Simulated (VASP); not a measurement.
Al, 4 atoms in the cell. Symmetry: P6_3/mmc, No. 194, hexagonal system. The conventional cell has a = 2.681 Å, b = 2.681 Å, c = 8.808 Å, α = 90.00°, β = 90.00°, γ = 120.00°. Al (site symmetry -6m2) has 12 Al at 2.68 to 2.69 Å within 3.5 Å. Al (site symmetry -3m) has 12 Al at 2.68 to 2.69 Å within 3.5 Å. 

```yaml
Program: VASP 6.6.1
Task: single point
Functional: PBEsol
Potentials_or_basis: VASP PAW PBE potentials, release 64 (Al)
Cutoff: 520 eV
k_mesh: 11 × 11 × 3
Occupations: fermi-dirac, width 0.05 eV
Spin: no spin polarisation
Dipole_correction: no
Further_INCAR_settings: ALGO = Fast; EDIFF = 1e-06; NBANDS = 14
```

Potentials or basis: VASP PAW PBE potentials, release 64 (Al).

Launch:

```sh
$ cat potpaw_PBE.64/Al/POTCAR > POTCAR
$ mpirun -np 1 vasp_std > vasp.out
```

Hardware: 1 thread of Intel(R) Xeon(R) 6975P-C (Granite Rapids), with other jobs on the host.

Task: Estimate the wall time of this run.

Result: Run time: 11 s on 1 thread of Intel(R) Xeon(R) 6975P-C (Granite Rapids), on a shared host, peak memory 0.16 GiB. Counts: scf iterations 12, k points 32.
